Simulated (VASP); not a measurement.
Set up this calculation in VASP 6.6.1, as the native input.

```yaml
Task: single point
Functional: PBE
Potentials_or_basis: VASP PAW PBE potentials, release 64 (Zn, Cd, C, N)
Cutoff: 520 eV
k_mesh: 4 × 4 × 4
Occupations: gaussian, width 0.1 eV
Spin: no spin polarisation
Dipole_correction: no
Further_INCAR_settings: ALGO = Normal; EDIFF = 1e-06; NBANDS = 41
```

The structure of ZnCdC4N4 lies in POSCAR:

```
ZnCdC4N4
1.0
    5.9865449400      0.0000000000      0.0000000000
    0.0000000000      5.9865449400      0.0000000000
    0.0000000000      0.0000000000      5.9865449400
Zn Cd C N
1 1 4 4
Direct
    0.0000000000      0.0000000000      0.0000000000
    0.5000000000      0.5000000000      0.5000000000
    0.1848780000      0.1848780000      0.1848780000
    0.1848780000      0.8151220000      0.8151220000
    0.8151220000      0.1848780000      0.8151220000
    0.8151220000      0.8151220000      0.1848780000
    0.2977143400      0.2977143400      0.2977143400
    0.2977143400      0.7022856600      0.7022856600
    0.7022856600      0.2977143400      0.7022856600
    0.7022856600      0.7022856600      0.2977143400
```

The input as run:

INCAR

```
SYSTEM = ZnCdC4N4
PREC = Accurate
ENCUT = 520
EDIFF = 1E-6
ISMEAR = 0
SIGMA = 0.1
LREAL = .False.
LASPH = .True.
NELM = 60
ALGO = Normal
ISIF = 2
LWAVE = .False.
LCHARG = .False.
GGA = PE
NBANDS = 41
```

KPOINTS

```
regular mesh
0
Gamma
  4 4 4
  0 0 0
```

Potentials or basis: VASP PAW PBE potentials, release 64 (Zn, Cd, C, N).

Command:

```bash
$ cat potpaw_PBE.64/Zn/POTCAR potpaw_PBE.64/Cd/POTCAR potpaw_PBE.64/C/POTCAR potpaw_PBE.64/N/POTCAR > POTCAR
$ mpirun -np 1 vasp_std > vasp.out
```

It gave:

| Property | Result |
| --- | --- |
| Pressure | 4.1 GPa |
| Largest force | 1.510 eV/Å |
| Band gap on the k mesh | 5.87 eV (least direct gap 5.96 eV) |

Caveat: the cell stands under pressure; forces of over 1 eV/Å act on the atoms, so gaps and moduli don't describe the material at rest.

Wall time 3 min on 1 thread of Oxide Virtual Turin-like Processor, on a shared host, peak memory 0.34 GiB.
